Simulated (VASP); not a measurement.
# Ge (Fd-3m) in VASP: further runs

Ge is run at these levels: r2SCAN, PBE; tasks: single point.

All numbers are computed with VASP 6.6.1; they aren't measurements. Logs are shortened: lines on timing, memory, paths and dates and some standing lists are left out, and cuts for length are marked.

### 1 The cell of the first run

Symmetry: Fd-3m, No. 227, cubic system. The conventional cell has a = 5.785 Å, b = 5.785 Å, c = 5.785 Å, α = 90.00°, β = 90.00°, γ = 90.00°. Ge (site symmetry -43m) has 4 Ge at 2.50 Å within 3.3 Å.

### 2 Single point, r2SCAN (volume changed by +6%)

Input file POSCAR:

```
Ge
1.0
    0.0000000000      2.8925126080      2.8925126080
    2.8925126080      0.0000000000      2.8925126080
    2.8925126080      2.8925126080      0.0000000000
Ge
2
Direct
    0.0000000000      0.0000000000      0.0000000000
    0.2500000000      0.2500000000      0.2500000000
```

Input file INCAR.step1:

```
  ALGO = Normal
  EDIFF = 1E-4
  ENCUT = 520
  GGA = PE
  ISMEAR = -1
  LASPH = T
  LCHARG = F
  LREAL = F
  LWAVE = T
  NBANDS = 21
  NELM = 100
  PREC = Accurate
  SIGMA = 0.02
```

Input file INCAR.step2:

```
  ALGO = Normal
  EDIFF = 1E-7
  ENCUT = 520
  ISIF = 2
  ISMEAR = -1
  ISTART = 1
  LASPH = T
  LCHARG = F
  LMIXTAU = T
  LREAL = F
  LWAVE = F
  METAGGA = R2SCAN
  NBANDS = 21
  NELM = 100
  PREC = Accurate
  SIGMA = 0.02
```

Input file KPOINTS:

```
k-points
0
Gamma
  6 6 6
```

Potentials or basis: VASP PAW PBE potentials, release 64 (Ge_d).

On the command line:

```sh
$ cat potpaw_PBE.64/Ge_d/POTCAR > POTCAR
$ cp INCAR.step1 INCAR
$ mpirun -np 1 vasp_std > vasp.out
$ cp INCAR.step2 INCAR
$ mpirun -np 1 vasp_std > vasp.out
```

OUTCAR:

```text
EDIFF = 1E-7
   ENCUT = 520
   ISIF = 2
   ISMEAR = -1
   ISTART = 1
   LASPH = T
   LREAL = F
   METAGGA = R2SCAN
   NELM = 100
   PREC = Accurate

 ion  position               nearest neighbor table
   1  0.000  0.000  0.000-   2 2.50   2 2.50   2 2.50   2 2.50
   2  0.250  0.250  0.250-   1 2.50   1 2.50   1 2.50   1 2.50

  LATTYP: Found a face centered cubic cell.
 ALAT       =     5.7850252160

  Lattice vectors:

 A1 = (   0.0000000000,   2.8925126080,   2.8925126080)
 A2 = (   2.8925126080,   0.0000000000,   2.8925126080)
 A3 = (   2.8925126080,   2.8925126080,   0.0000000000)

Analysis of symmetry for initial positions (statically):
=====================================================================
 Subroutine PRICEL returns:
 Original cell was already a primitive cell.

 Routine SETGRP: Setting up the symmetry group for a
 face centered cubic supercell.

 Subroutine GETGRP returns: Found 48 space group operations
 (whereof 24 operations were pure point group operations)
 out of a pool of 48 trial point group operations.

The static configuration has the point symmetry T_d .
 The point group associated with its full space group is O_h .

Analysis of symmetry for dynamics (positions and initial velocities):
=====================================================================
 Subroutine PRICEL returns:
 Original cell was already a primitive cell.

 Routine SETGRP: Setting up the symmetry group for a
 face centered cubic supercell.

 Subroutine GETGRP returns: Found 48 space group operations
 (whereof 24 operations were pure point group operations)
 out of a pool of 48 trial point group operations.

The dynamic configuration has the point symmetry T_d .
 The point group associated with its full space group is O_h .

 Subroutine INISYM returns: Found 48 space group operations
 (whereof 24 operations are pure point group operations),
 and found     1 'primitive' translations

----------------------------------------------------------------------------------------

                                     Primitive cell

  volume of cell :      48.4012

  direct lattice vectors                    reciprocal lattice vectors
     0.000000000  2.892512608  2.892512608    -0.172860094  0.172860094  0.172860094
     2.892512608  0.000000000  2.892512608     0.172860094 -0.172860094  0.172860094
[... 70 lines left out ...]
   ISPIN  =      1    spin polarized calculation?
   LNONCOLLINEAR =      F non collinear calculations
   LSORBIT =      F    spin-orbit coupling
   LASPH  =      T    aspherical Exc in radial PAW
   ENCUT  =  520.0 eV  38.22 Ry    6.18 a.u.   7.61  7.61  7.61*2*pi/ulx,y,z
   NELM   =    100;   NELMIN=  2; NELMDL=  0     # of ELM steps
   EDIFF  = 0.1E-06   stopping-criterion for ELM
   LREAL  =      F    real-space projection
   EDIFFG = 0.1E-05   stopping-criterion for IOM
   NSW    =      0    number of steps for IOM
   IBRION =     -1    ionic relax: 0-MD 1-quasi-New 2-CG
   NFREE  =      0    steps in history (QN), initial steepest desc. (CG)
   ISIF   =      2    stress and relaxation
   ISYM   =      2    0-nonsym 1-usesym 2-fastsym
   POTIM  = 0.5000    time-step for ionic-motion
   TEBEG  =    0.0;   TEEND  =   0.0 temperature during run
   PSTRESS=    0.0 pullay stress
   NELECT =      28.0000    total number of electrons
   NUPDOWN=      -1.0000    fix difference up-down
   EMIN   =  10.00;   EMAX   =-10.00  energy-range for DOS
   EFERMI =   0.00;   METHOD = LEGACY
   ISMEAR =    -1;   SIGMA  =   0.02  broadening in eV -4-tet -1-fermi 0-gaus
   EFERMI_NEDOS =   21; number of points for ismear=-14 and -15
   IALGO  =     38    algorithm
   IMIX   =      4    mixing-type and parameters
     AMIX     =   0.40;   BMIX     =  1.00
     AMIX_MAG =   1.60;   BMIX_MAG =  1.00
  volume/ion in A,a.u.               =      24.20       163.31
  Fermi-wavevector in a.u.,A,eV,Ry     =   1.364088  2.577752 25.316835  1.860735
  Thomas-Fermi vector in A             =   2.490434
   LORBIT       =      0    0 simple, 1 ext, 2 COOP (PROOUT), +10 PAW based schemes
   METAGGA = R2SCAN    functional components
   LHFCALC =     F    Hartree Fock is set to
   AEXX    =    0.0000 exact exchange contribution
   IVDW    =     0    specifies the selected vdW correction
   LEPSILON=     F    determine dielectric tensor
   LRPA    =     F    only Hartree local field effects (RPA)
 non-spin polarized calculation
  energy-cutoff  :      520.00
  volume of cell :       48.40
 maximum number of plane-waves:      1315
   NGX = 15   NGY = 15   NGZ = 15

 number of electron      27.9999971 magnetization

 Free energy of the ion-electron system (eV)
  ---------------------------------------------------
  ext. energy  EPLUGINS =         0.00000000
  ---------------------------------------------------
  free energy    TOTEN  =       -27.67497327 eV

  energy without entropy =      -27.67461943  energy(sigma->0) =      -27.67479635

 E-fermi :   4.1899     XC(G=0): -10.4700

 val. band max:        4.1760705220   @ k =   0.0000   0.0000   0.0000
 cond. band min:       4.4042862396   @ k =   0.5000   0.0000   0.0000
 fundamental gap:      0.2282157176
 Fermi energy:         4.1898975043

 k-point     1 :       0.0000    0.0000    0.0000
  band No.  band energies     occupation
      1     -21.2299      2.00000
      2     -21.2299      2.00000
      3     -21.2299      2.00000
      4     -21.1956      2.00000
      5     -21.1956      2.00000
      6     -21.0123      2.00000
[... 373 lines left out ...]
     20      15.3255      0.00000
     21      17.3768      0.00000

------------------------ aborting loop because EDIFF is reached ----------------------------------------

  FORCE on cell =-STRESS in cart. coord.  units (eV):
  Direction    XX          YY          ZZ          XY          YZ          ZX
  --------------------------------------------------------------------------------------
  -------------------------------------------------------------------------------------
  Total       -1.0341196     -1.0341196     -1.0341196     -0.0000000      0.0000000     -0.0000000
  in kB      -34.2314717    -34.2314717    -34.2314717     -0.0000000      0.0000000     -0.0000000
  external PRESSURE =     -34.2314717 kB  Pullay stress =       0.0000000 kB

 VOLUME and BASIS-vectors are now :
 -----------------------------------------------------------------------------
  energy-cutoff  :      520.00
  volume of cell :       48.40
      direct lattice vectors                 reciprocal lattice vectors
     0.000000000  2.892512608  2.892512608    -0.172860094  0.172860094  0.172860094
     2.892512608  0.000000000  2.892512608     0.172860094 -0.172860094  0.172860094
     2.892512608  2.892512608  0.000000000     0.172860094  0.172860094 -0.172860094

 POSITION                                       TOTAL-FORCE (eV/Angst)
 -----------------------------------------------------------------------------------
      0.00000      0.00000      0.00000        -0.000000     -0.000000     -0.000000
      1.44626      1.44626      1.44626         0.000000      0.000000      0.000000
 -----------------------------------------------------------------------------------
    total drift:                                0.000000      0.000000      0.000000

  FREE ENERGIE OF THE ION-ELECTRON SYSTEM (eV)
  ---------------------------------------------------
  free  energy   TOTEN  =       -27.6749732655 eV

  energy  without entropy=      -27.6746194274  energy(sigma->0) =      -27.67479635
```

Wall time 2.3 min (1 thread of AMD EPYC 7R13, shared host); peak memory 0.14 GiB.

Results:

```yaml
Free_energy: -27.6750 eV
Pressure: -3.4 GPa
Band_gap_on_the_k_mesh: zero (filled and empty bands touch)
```

Caveat: the cell differs from its parent crystal (volume changed by +6%); the PAW data sets were made with another functional, which shifts forces and pressure a little.

### 3 Single point, PBE

This run uses another cell than the first one, of 22.83 Å³/atom, 0.943 times its volume.

Input file INCAR:

```
ALGO     = Normal         # electronic algorithm
EDIFF    = 1E-7           # SCF threshold, eV
ENCUT    = 520            # plane-wave cutoff, eV
GGA      = PE             # functional
ISIF     = 2              # what is computed and relaxed
ISMEAR   = -1             # smearing method
LASPH    = True           # aspherical terms in the spheres
LCHARG   = False          # write CHGCAR
LREAL    = False          # projectors in reciprocal space
LWAVE    = False          # write WAVECAR
NBANDS   = 21             # bands
NELM     = 60             # most SCF steps
PREC     = Accurate       # precision mode
SIGMA    = 0.02           # smearing width, eV
```

Input file KPOINTS:

```
k-points
0
Gamma
  8 8 8
```

Input file POSCAR:

```
Ge
1.0
    0.0000000000      2.8368735116      2.8368735116
    2.8368735116      0.0000000000      2.8368735116
    2.8368735116      2.8368735116      0.0000000000
Ge
2
Direct
    0.0000000000      0.0000000000      0.0000000000
    0.2500000000      0.2500000000      0.2500000000
```

Potentials or basis: VASP PAW PBE potentials, release 64 (Ge_d).

On the command line:

```sh
$ cat potpaw_PBE.64/Ge_d/POTCAR > POTCAR
$ mpirun -np 1 vasp_std > vasp.out
```

Wall time 42 s (1 thread of AMD EPYC 7R13, shared host); peak memory 0.14 GiB.

The run converged. Its results:

```yaml
Free_energy: -9.0068 eV
Pressure: 2.9 GPa
Band_gap_on_the_k_mesh: zero (filled and empty bands touch)
```

Levels at points of the mesh, in eV from the Fermi level:
```
           k point  band 10  band 11  band 12  band 13  band 14  band 15  band 16  band 17  band 18  band 19
(0.00, 0.00, 0.00)   -24.56   -12.72    -0.06    -0.02    -0.02    -0.02     2.53     2.53     2.53     6.39
(0.50, 0.00, 0.00)   -24.54   -10.65    -7.57    -1.41    -1.41     0.14     3.73     3.73     7.11    10.50
(0.50, 0.50, 0.00)   -24.52    -8.87    -8.87    -3.06    -3.06     0.75     0.75     9.43     9.43    11.51
```

### 4 Single point, r2SCAN

This run uses another cell than the first one, of 22.83 Å³/atom, 0.943 times its volume.

POSCAR is that of step 3.

Input file INCAR.step1:

```
SYSTEM = Ge
ALGO = Normal ; EDIFF = 1E-4
ENCUT = 520 ; GGA = PE
ISMEAR = -1 ; LASPH = .TRUE.
LCHARG = .FALSE. ; LREAL = .FALSE.
LWAVE = .TRUE. ; NBANDS = 21
NELM = 100 ; PREC = Accurate
SIGMA = 0.02
```

Input file INCAR.step2:

```
SYSTEM = Ge
ALGO = Normal ; EDIFF = 1E-6
ENCUT = 520 ; ISIF = 2
ISMEAR = -1 ; ISTART = 1
LASPH = .TRUE. ; LCHARG = .FALSE.
LMIXTAU = .TRUE. ; LREAL = .FALSE.
LWAVE = .FALSE. ; METAGGA = R2SCAN
NBANDS = 21 ; NELM = 100
PREC = Accurate ; SIGMA = 0.02
```

Input file KPOINTS:

```
k-points
0
G
  8 8 8
  0 0 0
```

On the command line:

```sh
$ cat potpaw_PBE.64/Ge_d/POTCAR > POTCAR
$ cp INCAR.step1 INCAR
$ mpirun -np 1 vasp_std > vasp.out
$ cp INCAR.step2 INCAR
$ mpirun -np 1 vasp_std > vasp.out
```

Run time: 2.7 min. Hardware: 1 thread of AMD EPYC 7R13, shared host; peak memory 0.15 GiB.

The run converged. Its results:

- Free energy: -27.7359 eV
- Pressure: 0.0 GPa
- Band gap on the k mesh: 0.32 eV, direct

Levels at points of the mesh, in eV from the valence-band top:
```csv
k point,band 10,band 11,band 12,band 13,band 14,band 15,band 16,band 17,band 18,band 19
"(0.00, 0.00, 0.00)",-25.21,-13.24,0.00,0.00,0.00,0.32,2.71,2.71,2.71,7.04
"(0.50, 0.00, 0.00)",-25.19,-11.07,-7.83,-1.47,-1.47,0.42,3.99,3.99,7.65,11.15
"(0.50, 0.50, 0.00)",-25.17,-9.18,-9.18,-3.20,-3.20,0.98,0.98,10.03,10.03,12.26
```

Caveat: the PAW data sets were made with another functional, which shifts forces and pressure a little. A k mesh can miss the band edges.

### 5 Overview

```csv
level,cell,k mesh,gap on the mesh (eV),pressure (GPa)
r2SCAN,"a = 4.091 Å, angles 60.0°, 2 atoms",6 × 6 × 6,none,-3.4
PBE,"a = 4.012 Å, angles 60.0°, 2 atoms",8 × 8 × 8,none,2.9
r2SCAN,"a = 4.012 Å, angles 60.0°, 2 atoms",8 × 8 × 8,0.32,0.0
```

Alike in all rows: task single point; potentials or basis VASP PAW PBE potentials, release 64 (Ge_d); no spin polarisation; cutoff (eV) 520; smearing fermi-dirac 0.02 eV.

Caveats: the PAW data sets were made with another functional, which shifts forces and pressure a little (some runs).

Total energies depend on the potentials used, so only differences within one code and one set of settings carry meaning.
